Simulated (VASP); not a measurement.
# Cu3Sb (Pm-3m) in VASP: single point with LDA

Aim: the single point of Cu3Sb with LDA.

All numbers are computed with VASP 6.6.1; they aren't measurements. Logs are shortened: lines on timing, memory, paths and dates and some standing lists are left out, and cuts for length are marked.

### 1 The cell of the first run

The structure is cubic, space group Pm-3m (No. 221). Conventional cell: a = 3.897 Å, b = 3.897 Å, c = 3.897 Å, α = 90.00°, β = 90.00°, γ = 90.00°. Cu (site symmetry 4/mmm) has 8 Cu at 2.76 Å and 4 Sb at 2.76 Å within 3.6 Å. Within 3.6 Å of Sb (site symmetry m-3m) lie 12 Cu at 2.76 Å.

### 2 Single point, LDA

INCAR reads:

```
PREC = Accurate ; ENCUT = 520
EDIFF = 1E-6 ; ISMEAR = 1
SIGMA = 0.1 ; LREAL = False
LASPH = True ; NELM = 60
ALGO = Normal ; ISIF = 2
LWAVE = False ; LCHARG = False
GGA = CA ; NBANDS = 27
```

KPOINTS reads:

```
Automatic mesh
0
Gamma
  6 6 6
```

POSCAR reads:

```
Cu3Sb
1.0
    3.8973400000      0.0000000000      0.0000000000
    0.0000000000      3.8973400000      0.0000000000
    0.0000000000      0.0000000000      3.8973400000
Cu Sb
3 1
Direct
    0.5000000000      0.5000000000      0.0000000000
    0.5000000000      0.0000000000      0.5000000000
    0.0000000000      0.5000000000      0.5000000000
    0.0000000000      0.0000000000      0.0000000000
```

Potentials or basis: VASP PAW LDA potentials, release 64 (Cu, Sb).

Command:

```console
$ cat potpaw_LDA.64/Cu/POTCAR potpaw_LDA.64/Sb/POTCAR > POTCAR
$ mpirun -np 1 vasp_std > vasp.out
```

OUTCAR:

```text
PREC = Accurate
   ENCUT = 520
   EDIFF = 1E-6
   ISMEAR = 1
   LREAL = False
   LASPH = True
   NELM = 60
   ISIF = 2
   GGA = CA

 ion  position               nearest neighbor table
   1  0.500  0.500  0.000-   2 2.76   3 2.76   4 2.76   2 2.76   3 2.76   2 2.76   4 2.76   2 2.76
                             3 2.76   4 2.76   3 2.76   4 2.76
   2  0.500  0.000  0.500-   1 2.76   3 2.76   4 2.76   1 2.76   4 2.76   1 2.76   3 2.76   1 2.76
                             3 2.76   4 2.76   4 2.76   3 2.76
   3  0.000  0.500  0.500-   1 2.76   2 2.76   4 2.76   1 2.76   4 2.76   2 2.76   4 2.76   4 2.76
                             1 2.76   2 2.76   1 2.76   2 2.76
   4  0.000  0.000  0.000-   1 2.76   2 2.76   3 2.76   2 2.76   3 2.76   1 2.76   3 2.76   3 2.76
                             1 2.76   2 2.76   2 2.76   1 2.76

  LATTYP: Found a simple cubic cell.
 ALAT       =     3.8973400000

  Lattice vectors:

 A1 = (   3.8973400000,   0.0000000000,   0.0000000000)
 A2 = (   0.0000000000,   3.8973400000,   0.0000000000)
 A3 = (   0.0000000000,   0.0000000000,   3.8973400000)

Analysis of symmetry for initial positions (statically):
=====================================================================
 Subroutine PRICEL returns:
 Original cell was already a primitive cell.

 Routine SETGRP: Setting up the symmetry group for a
 simple cubic supercell.

 Subroutine GETGRP returns: Found 48 space group operations
 (whereof 48 operations were pure point group operations)
 out of a pool of 48 trial point group operations.

The static configuration has the point symmetry O_h .

Analysis of symmetry for dynamics (positions and initial velocities):
=====================================================================
 Subroutine PRICEL returns:
 Original cell was already a primitive cell.

 Routine SETGRP: Setting up the symmetry group for a
 simple cubic supercell.

 Subroutine GETGRP returns: Found 48 space group operations
 (whereof 48 operations were pure point group operations)
 out of a pool of 48 trial point group operations.

The dynamic configuration has the point symmetry O_h .

 Subroutine INISYM returns: Found 48 space group operations
 (whereof 48 operations are pure point group operations),
 and found     1 'primitive' translations

----------------------------------------------------------------------------------------

                                     Primitive cell

  volume of cell :      59.1977

  direct lattice vectors                    reciprocal lattice vectors
     3.897340000  0.000000000  0.000000000     0.256585261  0.000000000  0.000000000
     0.000000000  3.897340000  0.000000000     0.000000000  0.256585261  0.000000000
     0.000000000  0.000000000  3.897340000     0.000000000  0.000000000  0.256585261

  length of vectors
     3.897340000  3.897340000  3.897340000     0.256585261  0.256585261  0.256585261

  position of ions in fractional coordinates (direct lattice)
     0.500000000  0.500000000  0.000000000
     0.500000000  0.000000000  0.500000000
     0.000000000  0.500000000  0.500000000
     0.000000000  0.000000000  0.000000000

  ion indices of the primitive-cell ions
   primitive index   ion index
                 1           1
                 2           2
                 3           3
                 4           4

----------------------------------------------------------------------------------------

 KPOINTS: Automatic mesh

Automatic generation of k-mesh.
 Grid dimensions read from file:
 generate k-points for:    6    6    6

 Generating k-lattice:

  Cartesian coordinates                     Fractional coordinates (reciprocal lattice)
     0.042764210  0.000000000  0.000000000     0.166666667  0.000000000  0.000000000
     0.000000000  0.042764210  0.000000000     0.000000000  0.166666667  0.000000000
     0.000000000  0.000000000  0.042764210     0.000000000  0.000000000  0.166666667

  Length of vectors
     0.042764210  0.042764210  0.042764210

  Shift w.r.t. Gamma in fractional coordinates (k-lattice)
     0.000000000  0.000000000  0.000000000

 Subroutine IBZKPT returns following result:
 ===========================================

 Found     20 irreducible k-points:

 Following reciprocal coordinates:
            Coordinates               Weight
  0.000000  0.000000  0.000000      1.000000
  0.166667  0.000000  0.000000      6.000000
  0.333333  0.000000  0.000000      6.000000
  0.500000  0.000000  0.000000      3.000000
  0.166667  0.166667  0.000000     12.000000
  0.333333  0.166667  0.000000     24.000000
[... 12 lines left out ...]
  0.500000  0.500000  0.333333      6.000000
  0.500000  0.500000  0.500000      1.000000
   k-points           NKPTS =     20   k-points in BZ     NKDIM =     20   number of bands    NBANDS=     27
   number of dos      NEDOS =    301   number of ions     NIONS =      4
   total plane-waves  NPLWV =  27000
   dimension x,y,z NGX =    30 NGY =   30 NGZ =   30
   dimension x,y,z NGXF=    60 NGYF=   60 NGZF=   60
   ions per type =               3   1
   NGX,Y,Z   is equivalent  to a cutoff of  12.80, 12.80, 12.80 a.u.
   NGXF,Y,Z  is equivalent  to a cutoff of  25.59, 25.59, 25.59 a.u.
 SYSTEM =  unknown system
   PREC   = accura    normal or accurate (medium, high low for compatibility)
   ISTART =      0    job   : 0-new  1-cont  2-samecut
   ICHARG =      2    charge: 1-file 2-atom 10-const
   ISPIN  =      1    spin polarized calculation?
   LNONCOLLINEAR =      F non collinear calculations
   LSORBIT =      F    spin-orbit coupling
   LASPH  =      T    aspherical Exc in radial PAW
   ENCUT  =  520.0 eV  38.22 Ry    6.18 a.u.   7.25  7.25  7.25*2*pi/ulx,y,z
   NELM   =     60;   NELMIN=  2; NELMDL= -5     # of ELM steps
   EDIFF  = 0.1E-05   stopping-criterion for ELM
   LREAL  =      F    real-space projection
   EDIFFG = 0.1E-04   stopping-criterion for IOM
   NSW    =      0    number of steps for IOM
   IBRION =     -1    ionic relax: 0-MD 1-quasi-New 2-CG
   NFREE  =      0    steps in history (QN), initial steepest desc. (CG)
   ISIF   =      2    stress and relaxation
   ISYM   =      2    0-nonsym 1-usesym 2-fastsym
   POTIM  = 0.5000    time-step for ionic-motion
   TEBEG  =    0.0;   TEEND  =   0.0 temperature during run
   PSTRESS=    0.0 pullay stress
   NELECT =      38.0000    total number of electrons
   NUPDOWN=      -1.0000    fix difference up-down
   EMIN   =  10.00;   EMAX   =-10.00  energy-range for DOS
   EFERMI =   0.00;   METHOD = LEGACY
   ISMEAR =     1;   SIGMA  =   0.10  broadening in eV -4-tet -1-fermi 0-gaus
   EFERMI_NEDOS =   21; number of points for ismear=-14 and -15
   IALGO  =     38    algorithm
   IMIX   =      4    mixing-type and parameters
     AMIX     =   0.40;   BMIX     =  1.00
     AMIX_MAG =   1.60;   BMIX_MAG =  1.00
  volume/ion in A,a.u.               =      14.80        99.87
  Fermi-wavevector in a.u.,A,eV,Ry     =   1.412216  2.668701 27.134827  1.994353
  Thomas-Fermi vector in A             =   2.533987
   LORBIT       =      0    0 simple, 1 ext, 2 COOP (PROOUT), +10 PAW based schemes
   GGA     = CA    functional components
   LHFCALC =     F    Hartree Fock is set to
   AEXX    =    0.0000 exact exchange contribution
   IVDW    =     0    specifies the selected vdW correction
   LEPSILON=     F    determine dielectric tensor
   LRPA    =     F    only Hartree local field effects (RPA)
 non-spin polarized calculation
 Methfessel and Paxton  Order N= 1 SIGMA  =   0.10
  energy-cutoff  :      520.00
  volume of cell :       59.20
 maximum number of plane-waves:      1628
 NGX is ok and might be reduce to    30
   NGX = 15   NGY = 15   NGZ = 15

 number of electron      37.9999993 magnetization

 Free energy of the ion-electron system (eV)
  ---------------------------------------------------
  ext. energy  EPLUGINS =         0.00000000
  ---------------------------------------------------
  free energy    TOTEN  =       -18.44664413 eV

  energy without entropy =      -18.44566086  energy(sigma->0) =      -18.44631637

 E-fermi :   8.6926     XC(G=0): -12.2371

 val. band max:        8.6738883354   @ k =   0.3333   0.3333   0.3333
 cond. band min:       8.8377425836   @ k =   0.3333   0.3333   0.1667
 fundamental gap:      0.1638542482
 Fermi energy:         8.6926209924

 k-point     1 :       0.0000    0.0000    0.0000
  band No.  band energies     occupation
      1      -3.7479      2.00000
      2       3.7222      2.00000
      3       4.3938      2.00000
      4       4.3938      2.00000
      5       4.6466      2.00000
      6       4.6466      2.00000
[... 19 lines left out ...]
     26      17.5824      0.00000
     27      17.5824      0.00000

 k-point     2 :       0.1667    0.0000    0.0000
  band No.  band energies     occupation
      1      -3.5107      2.00000
      2       3.4074      2.00000
      3       4.0911      2.00000
      4       4.5263      2.00000
      5       4.5813      2.00000
      6       4.5813      2.00000
[... 19 lines left out ...]
     26      16.3927      0.00000
     27      17.3617      0.00000

 k-point     3 :       0.3333    0.0000    0.0000
  band No.  band energies     occupation
      1      -2.8876      2.00000
      2       1.7677      2.00000
      3       4.2873      2.00000
      4       4.4015      2.00000
      5       4.4015      2.00000
      6       4.7840      2.00000
[... 19 lines left out ...]
     26      16.9342      0.00000
     27      18.2792      0.00000

 k-point     4 :       0.5000    0.0000    0.0000
  band No.  band energies     occupation
      1      -2.4160      2.00000
      2       0.8372      2.00000
      3       4.3066      2.00000
      4       4.3066      2.00000
      5       4.4625      2.00000
      6       4.8442      2.00000
[... 19 lines left out ...]
     26      19.2921      0.00000
     27      19.2921      0.00000

 k-point     5 :       0.1667    0.1667    0.0000
  band No.  band energies     occupation
      1      -3.2784      2.00000
      2       3.3813      2.00000
      3       3.7708      2.00000
      4       4.3269      2.00000
      5       4.4849      2.00000
      6       4.6445      2.00000
[... 19 lines left out ...]
     26      16.0786      0.00000
     27      16.1518      0.00000

 k-point     6 :       0.3333    0.1667    0.0000
  band No.  band energies     occupation
      1      -2.6720      2.00000
      2       1.9674      2.00000
      3       3.8105      2.00000
      4       4.3380      2.00000
      5       4.4493      2.00000
      6       4.8365      2.00000
[... 324 lines left out ...]
      1      -1.5144      2.00000
      2       2.6114      2.00000
      3       3.5173      2.00000
      4       3.5173      2.00000
      5       4.7946      2.00000
      6       4.8114      2.00000
[... 19 lines left out ...]
     26      18.1138      0.00000
     27      21.0605      0.00000

 k-point    18 :       0.5000    0.3333    0.3333
  band No.  band energies     occupation
      1      -1.2412      2.00000
      2       2.6301      2.00000
      3       3.1615      2.00000
      4       4.1369      2.00000
      5       4.4568      2.00000
      6       4.7521      2.00000
[... 19 lines left out ...]
     26      20.1287      0.00000
     27      21.0394      0.00000

 k-point    19 :       0.5000    0.5000    0.3333
  band No.  band energies     occupation
      1      -1.0379      2.00000
      2       3.1813      2.00000
      3       3.1813      2.00000
      4       4.1419      2.00000
      5       4.1782      2.00000
      6       4.7491      2.00000
[... 19 lines left out ...]
     26      20.8762      0.00000
     27      22.1276      0.00000

 k-point    20 :       0.5000    0.5000    0.5000
  band No.  band energies     occupation
      1      -0.9006      2.00000
      2       4.1095      2.00000
      3       4.1095      2.00000
      4       4.1095      2.00000
      5       4.1325      2.00000
      6       4.1325      2.00000
[... 19 lines left out ...]
     26      21.6937      0.00000
     27      22.8238      0.00000

------------------------ aborting loop because EDIFF is reached ----------------------------------------

  FORCE on cell =-STRESS in cart. coord.  units (eV):
  Direction    XX          YY          ZZ          XY          YZ          ZX
  --------------------------------------------------------------------------------------
  -------------------------------------------------------------------------------------
  Total       -3.0599084     -3.0599084     -3.0599084     -0.0000000      0.0000000      0.0000000
  in kB      -82.8159757    -82.8159757    -82.8159757     -0.0000000      0.0000000      0.0000000
  external PRESSURE =     -82.8159757 kB  Pullay stress =       0.0000000 kB

 VOLUME and BASIS-vectors are now :
 -----------------------------------------------------------------------------
  energy-cutoff  :      520.00
  volume of cell :       59.20
      direct lattice vectors                 reciprocal lattice vectors
     3.897340000  0.000000000  0.000000000     0.256585261  0.000000000  0.000000000
     0.000000000  3.897340000  0.000000000     0.000000000  0.256585261  0.000000000
     0.000000000  0.000000000  3.897340000     0.000000000  0.000000000  0.256585261

 POSITION                                       TOTAL-FORCE (eV/Angst)
 -----------------------------------------------------------------------------------
      1.94867      1.94867      0.00000         0.000000      0.000000      0.000000
      1.94867      0.00000      1.94867         0.000000      0.000000      0.000000
      0.00000      1.94867      1.94867         0.000000      0.000000      0.000000
      0.00000      0.00000      0.00000         0.000000      0.000000      0.000000
 -----------------------------------------------------------------------------------
    total drift:                                0.000000      0.000000     -0.000000

  FREE ENERGIE OF THE ION-ELECTRON SYSTEM (eV)
  ---------------------------------------------------
  free  energy   TOTEN  =       -18.4466441300 eV

  energy  without entropy=      -18.4456608605  energy(sigma->0) =      -18.44631637
```

It took 15 s on 1 thread of Intel Xeon 6975P-C (Granite Rapids), shared host; peak memory 0.16 GiB.

What came out:

- Free energy: -18.4466 eV
- Pressure: -8.3 GPa
- Band gap on the k mesh: zero (band 19 reaches 9.59 eV, above the bottom of band 20 at 7.30 eV)

Caveat: spin-orbit coupling is left out, which moves the levels of the heavy elements.
